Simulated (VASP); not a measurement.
# ScAl (Pm-3m) in VASP: notebook

ScAl is run at these levels: PBEsol; tasks: single point.

All numbers are computed with VASP 6.6.1; they aren't measurements. Logs are shortened: lines on timing, memory, paths and dates and some standing lists are left out, and cuts for length are marked.

### Step 1. The cell of the first run

Symmetry: Pm-3m, No. 221, cubic system. Conventional cell: a = 3.370 Å, b = 3.370 Å, c = 3.370 Å, α = 90.00°, β = 90.00°, γ = 90.00°. Sc (site symmetry m-3m) has 8 Al at 2.92 Å and 6 Sc at 3.37 Å within 3.8 Å. Within 3.8 Å of Al (site symmetry m-3m) lie 8 Sc at 2.92 Å and 6 Al at 3.37 Å.

### Step 2. Single point, PBEsol

INCAR reads:

```
ALGO = Normal
EDIFF = 1E-6
ENCUT = 520
GGA = PS
ISIF = 2
ISMEAR = 0
LASPH = True
LCHARG = True
LELF = True
LREAL = False
LVHAR = True
LWAVE = False
NBANDS = 14
NELM = 100
PREC = Accurate
SIGMA = 0.2
```

KPOINTS reads:

```
k-points
0
Gamma
  6 6 6
```

POSCAR reads:

```
ScAl
1.0
    3.3703489700      0.0000000000      0.0000000000
    0.0000000000      3.3703489700      0.0000000000
    0.0000000000      0.0000000000      3.3703489700
Sc Al
1 1
Direct
    0.5000000000      0.5000000000      0.5000000000
    0.0000000000      0.0000000000      0.0000000000
```

Potentials or basis: VASP PAW PBE potentials, release 64 (Sc_sv, Al).

The run is started by

```
$ cat potpaw_PBE.64/Sc_sv/POTCAR potpaw_PBE.64/Al/POTCAR > POTCAR
$ mpirun -np 1 vasp_std > vasp.out
```

OUTCAR:

```text
EDIFF = 1E-6
   ENCUT = 520
   GGA = PS
   ISIF = 2
   ISMEAR = 0
   LASPH = True
   LREAL = False
   NELM = 100
   PREC = Accurate

 ion  position               nearest neighbor table
   1  0.500  0.500  0.500-   2 2.92   2 2.92   2 2.92   2 2.92   2 2.92   2 2.92   2 2.92   2 2.92

   2  0.000  0.000  0.000-   1 2.92   1 2.92   1 2.92   1 2.92   1 2.92   1 2.92   1 2.92   1 2.92

  LATTYP: Found a simple cubic cell.
 ALAT       =     3.3703489700

  Lattice vectors:

 A1 = (   3.3703489700,   0.0000000000,   0.0000000000)
 A2 = (   0.0000000000,   3.3703489700,   0.0000000000)
 A3 = (   0.0000000000,   0.0000000000,   3.3703489700)

Analysis of symmetry for initial positions (statically):
=====================================================================
 Subroutine PRICEL returns:
 Original cell was already a primitive cell.

 Routine SETGRP: Setting up the symmetry group for a
 simple cubic supercell.

 Subroutine GETGRP returns: Found 48 space group operations
 (whereof 48 operations were pure point group operations)
 out of a pool of 48 trial point group operations.

The static configuration has the point symmetry O_h .

Analysis of symmetry for dynamics (positions and initial velocities):
=====================================================================
 Subroutine PRICEL returns:
 Original cell was already a primitive cell.

 Routine SETGRP: Setting up the symmetry group for a
 simple cubic supercell.

 Subroutine GETGRP returns: Found 48 space group operations
 (whereof 48 operations were pure point group operations)
 out of a pool of 48 trial point group operations.

The dynamic configuration has the point symmetry O_h .

 Subroutine INISYM returns: Found 48 space group operations
 (whereof 48 operations are pure point group operations),
 and found     1 'primitive' translations

----------------------------------------------------------------------------------------

                                     Primitive cell

  volume of cell :      38.2846

  direct lattice vectors                    reciprocal lattice vectors
     3.370348970  0.000000000  0.000000000     0.296705181  0.000000000  0.000000000
     0.000000000  3.370348970  0.000000000     0.000000000  0.296705181  0.000000000
     0.000000000  0.000000000  3.370348970     0.000000000  0.000000000  0.296705181

  length of vectors
     3.370348970  3.370348970  3.370348970     0.296705181  0.296705181  0.296705181

  position of ions in fractional coordinates (direct lattice)
     0.500000000  0.500000000  0.500000000
     0.000000000  0.000000000  0.000000000

  ion indices of the primitive-cell ions
   primitive index   ion index
                 1           1
                 2           2

----------------------------------------------------------------------------------------

 KPOINTS: k-points

Automatic generation of k-mesh.
 Grid dimensions read from file:
 generate k-points for:    6    6    6

 Generating k-lattice:

  Cartesian coordinates                     Fractional coordinates (reciprocal lattice)
     0.049450863  0.000000000  0.000000000     0.166666667  0.000000000  0.000000000
     0.000000000  0.049450863  0.000000000     0.000000000  0.166666667  0.000000000
     0.000000000  0.000000000  0.049450863     0.000000000  0.000000000  0.166666667

  Length of vectors
     0.049450863  0.049450863  0.049450863

  Shift w.r.t. Gamma in fractional coordinates (k-lattice)
     0.000000000  0.000000000  0.000000000

 Subroutine IBZKPT returns following result:
 ===========================================

 Found     20 irreducible k-points:

 Following reciprocal coordinates:
            Coordinates               Weight
  0.000000  0.000000  0.000000      1.000000
  0.166667  0.000000  0.000000      6.000000
  0.333333  0.000000  0.000000      6.000000
  0.500000  0.000000  0.000000      3.000000
  0.166667  0.166667  0.000000     12.000000
  0.333333  0.166667  0.000000     24.000000
[... 12 lines left out ...]
  0.500000  0.500000  0.333333      6.000000
  0.500000  0.500000  0.500000      1.000000
   k-points           NKPTS =     20   k-points in BZ     NKDIM =     20   number of bands    NBANDS=     14
   number of dos      NEDOS =    301   number of ions     NIONS =      2
   total plane-waves  NPLWV =  21952
   dimension x,y,z NGX =    28 NGY =   28 NGZ =   28
   dimension x,y,z NGXF=    56 NGYF=   56 NGZF=   56
   ions per type =               1   1
   NGX,Y,Z   is equivalent  to a cutoff of  13.81, 13.81, 13.81 a.u.
   NGXF,Y,Z  is equivalent  to a cutoff of  27.62, 27.62, 27.62 a.u.
 SYSTEM =  unknown system
   PREC   = accura    normal or accurate (medium, high low for compatibility)
   ISTART =      0    job   : 0-new  1-cont  2-samecut
   ICHARG =      2    charge: 1-file 2-atom 10-const
   ISPIN  =      1    spin polarized calculation?
   LNONCOLLINEAR =      F non collinear calculations
   LSORBIT =      F    spin-orbit coupling
   LASPH  =      T    aspherical Exc in radial PAW
   ENCUT  =  520.0 eV  38.22 Ry    6.18 a.u.   6.27  6.27  6.27*2*pi/ulx,y,z
   NELM   =    100;   NELMIN=  2; NELMDL= -5     # of ELM steps
   EDIFF  = 0.1E-05   stopping-criterion for ELM
   LREAL  =      F    real-space projection
   EDIFFG = 0.1E-04   stopping-criterion for IOM
   NSW    =      0    number of steps for IOM
   IBRION =     -1    ionic relax: 0-MD 1-quasi-New 2-CG
   NFREE  =      0    steps in history (QN), initial steepest desc. (CG)
   ISIF   =      2    stress and relaxation
   ISYM   =      2    0-nonsym 1-usesym 2-fastsym
   POTIM  = 0.5000    time-step for ionic-motion
   TEBEG  =    0.0;   TEEND  =   0.0 temperature during run
   PSTRESS=    0.0 pullay stress
   NELECT =      14.0000    total number of electrons
   NUPDOWN=      -1.0000    fix difference up-down
   EMIN   =  10.00;   EMAX   =-10.00  energy-range for DOS
   EFERMI =   0.00;   METHOD = LEGACY
   ISMEAR =     0;   SIGMA  =   0.20  broadening in eV -4-tet -1-fermi 0-gaus
   EFERMI_NEDOS =   21; number of points for ismear=-14 and -15
   IALGO  =     38    algorithm
   IMIX   =      4    mixing-type and parameters
     AMIX     =   0.40;   BMIX     =  1.00
     AMIX_MAG =   1.60;   BMIX_MAG =  1.00
  volume/ion in A,a.u.               =      19.14       129.18
  Fermi-wavevector in a.u.,A,eV,Ry     =   1.170692  2.212287 18.647052  1.370520
  Thomas-Fermi vector in A             =   2.307147
   LORBIT       =      0    0 simple, 1 ext, 2 COOP (PROOUT), +10 PAW based schemes
   GGA     = PS    functional components
   LHFCALC =     F    Hartree Fock is set to
   AEXX    =    0.0000 exact exchange contribution
   IVDW    =     0    specifies the selected vdW correction
   LEPSILON=     F    determine dielectric tensor
   LRPA    =     F    only Hartree local field effects (RPA)
 non-spin polarized calculation
 Gauss-broadening in eV      SIGMA  =   0.20
  energy-cutoff  :      520.00
  volume of cell :       38.28
 maximum number of plane-waves:      1064
 NGX is ok and might be reduce to    28
   NGX = 13   NGY = 13   NGZ = 13

 number of electron      14.0000002 magnetization

 Free energy of the ion-electron system (eV)
  ---------------------------------------------------
  ext. energy  EPLUGINS =         0.00000000
  ---------------------------------------------------
  free energy    TOTEN  =       -11.62452803 eV

  energy without entropy =      -11.60874332  energy(sigma->0) =      -11.61663567

 E-fermi :   5.9741     XC(G=0): -10.4068

 val. band max:        5.9515485122   @ k =   0.3333   0.0000   0.0000
 cond. band min:       6.0253340937   @ k =   0.5000   0.1667   0.0000
 fundamental gap:      0.0737855815
 Fermi energy:         5.9741263261

 k-point     1 :       0.0000    0.0000    0.0000
  band No.  band energies     occupation
      1     -43.2537      2.00000
      2     -21.9297      2.00000
      3     -21.9297      2.00000
      4     -21.9297      2.00000
      5      -2.4883      2.00000
      6       5.2970      2.00000
      7       5.2970      2.00000
      8       8.6808      0.00000
      9       8.6808      0.00000
     10       8.6808      0.00000
     11       9.7075      0.00000
     12       9.7075      0.00000
     13       9.7075      0.00000
     14      14.5917      0.00000

 k-point     2 :       0.1667    0.0000    0.0000
  band No.  band energies     occupation
      1     -43.2500      2.00000
      2     -21.9758      2.00000
      3     -21.9256      2.00000
      4     -21.9256      2.00000
      5      -2.0941      2.00000
      6       4.8123      2.00000
      7       5.4919      1.99935
      8       7.8436      0.00000
      9       7.8436      0.00000
     10       8.7365      0.00000
     11       9.0147      0.00000
     12      10.8174      0.00000
     13      10.8174      0.00000
     14      13.9390      0.00000

 k-point     3 :       0.3333    0.0000    0.0000
  band No.  band energies     occupation
      1     -43.2425      2.00000
      2     -22.0669      2.00000
      3     -21.9174      2.00000
      4     -21.9174      2.00000
      5      -0.9788      2.00000
      6       3.0639      2.00000
      7       5.9515      1.12684
      8       7.0393      0.00000
      9       7.0393      0.00000
     10       8.8517      0.00000
     11       9.2538      0.00000
     12      12.5255      0.00000
     13      12.5255      0.00000
     14      12.6605      0.00000
[... 256 lines left out ...]
 k-point    19 :       0.5000    0.5000    0.3333
  band No.  band energies     occupation
      1     -43.2136      2.00000
      2     -22.0670      2.00000
      3     -22.0670      2.00000
      4     -22.0206      2.00000
      5       2.5208      2.00000
      6       3.5812      2.00000
      7       3.5812      2.00000
      8       6.9936      0.00000
      9       7.2439      0.00000
     10       8.4503      0.00000
     11       8.4503      0.00000
     12       9.7200      0.00000
     13      10.6781      0.00000
     14      12.7019      0.00000

 k-point    20 :       0.5000    0.5000    0.5000
  band No.  band energies     occupation
      1     -43.2100      2.00000
      2     -22.0612      2.00000
      3     -22.0612      2.00000
      4     -22.0612      2.00000
      5       3.4252      2.00000
      6       3.4252      2.00000
      7       3.4252      2.00000
      8       5.5279      1.99839
      9       8.8642      0.00000
     10       8.8642      0.00000
     11       8.8642      0.00000
     12       9.7374      0.00000
     13       9.7374      0.00000
     14      12.7140      0.00000

------------------------ aborting loop because EDIFF is reached ----------------------------------------

  FORCE on cell =-STRESS in cart. coord.  units (eV):
  Direction    XX          YY          ZZ          XY          YZ          ZX
  --------------------------------------------------------------------------------------
  -------------------------------------------------------------------------------------
  Total       -0.3775975     -0.3775975     -0.3775975     -0.0000000      0.0000000     -0.0000000
  in kB      -15.8021117    -15.8021117    -15.8021117     -0.0000000      0.0000000     -0.0000000
  external PRESSURE =     -15.8021117 kB  Pullay stress =       0.0000000 kB

 VOLUME and BASIS-vectors are now :
 -----------------------------------------------------------------------------
  energy-cutoff  :      520.00
  volume of cell :       38.28
      direct lattice vectors                 reciprocal lattice vectors
     3.370348970  0.000000000  0.000000000     0.296705181  0.000000000  0.000000000
     0.000000000  3.370348970  0.000000000     0.000000000  0.296705181  0.000000000
     0.000000000  0.000000000  3.370348970     0.000000000  0.000000000  0.296705181

 POSITION                                       TOTAL-FORCE (eV/Angst)
 -----------------------------------------------------------------------------------
      1.68517      1.68517      1.68517         0.000000      0.000000      0.000000
      0.00000      0.00000      0.00000         0.000000      0.000000      0.000000
 -----------------------------------------------------------------------------------
    total drift:                                0.000000      0.000000      0.000000

  FREE ENERGIE OF THE ION-ELECTRON SYSTEM (eV)
  ---------------------------------------------------
  free  energy   TOTEN  =       -11.6245280278 eV

  energy  without entropy=      -11.6087433167  energy(sigma->0) =      -11.61663567
```

Run time: 21 s. Hardware: 1 thread of Intel Xeon 8259CL, shared host; peak memory 0.16 GiB.

Results:

* Free energy: -11.6245 eV
* Pressure: -1.6 GPa
* Band gap on the k mesh: zero (band 7 reaches 6.23 eV, above the bottom of band 8 at 5.12 eV)

Levels at points of the mesh, in eV from the Fermi level:
```tsv
k point	band 4	band 5	band 6	band 7	band 8	band 9	band 10	band 11
(0.00, 0.00, 0.00)	-27.90	-8.46	-0.68	-0.68	2.71	2.71	2.71	3.73
(0.50, 0.00, 0.00)	-27.89	-5.67	-4.56	0.26	0.77	0.77	2.94	3.81
(0.50, 0.50, 0.00)	-27.87	-4.71	-1.85	-1.85	-0.85	1.53	1.53	3.69
(0.50, 0.50, 0.50)	-28.04	-2.55	-2.55	-2.55	-0.45	2.89	2.89	2.89
```

Caveat: the PAW data sets were made with another functional, which shifts forces and pressure a little.

(Part 1 of 3 ends here.)
